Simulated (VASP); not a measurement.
Runs of VASP 6.6.1 on HfB. The structure is that of space group P-6m2 (No. 187), or close to it. The cells are those of the table. 

```csv
task,cell,k mesh,cutoff (eV),gap on the mesh (eV),pressure (GPa),relaxed volume (Å³/atom)
relaxation of cell and atoms,"relaxed from a = 2.973, b = 2.973, c = 2.894 Å, angles 90.0, 90.0, 120.0°, 2 atoms",6 × 6 × 6,600,none,0.2,(a)
relaxation of cell and atoms,"relaxed from a = 3.472, b = 3.472, c = 2.893 Å, angles 90.0, 90.0, 120.0°, 2 atoms",18 × 18 × 20,600,none,0.0,15.04
single point,"a = 3.455, b = 3.455, c = 2.916 Å, angles 90.0, 90.0, 120.0°, 2 atoms",18 × 18 × 20,520,none,(b),-
single point,"a = 3.472, b = 3.472, c = 2.893 Å, angles 90.0, 90.0, 120.0°, 2 atoms",6 × 6 × 6,520,none,-0.1,-
single point,"a = 2.973, b = 2.973, c = 2.894 Å, angles 90.0, 90.0, 120.0°, 2 atoms",6 × 6 × 6,520,none,74.0,-
```

Alike in all rows: level PBE; potentials or basis VASP PAW PBE potentials, release 64 (Hf_pv, B); no spin polarisation; smearing gaussian 0.1 eV.

Estimate the missing entries.

(a) 15.09; (b) -0.3.

Caveats: some runs use coarse meshes; spin-orbit coupling is left out, which moves the levels of the heavy elements; the volume moved by over 15 % at a fixed basis, so the end points are rough (some runs).

A k mesh can miss the band edges, and the runs leave out spin-orbit coupling on Hf.

A gap of «none» marks levels without a gap at the run's occupations.
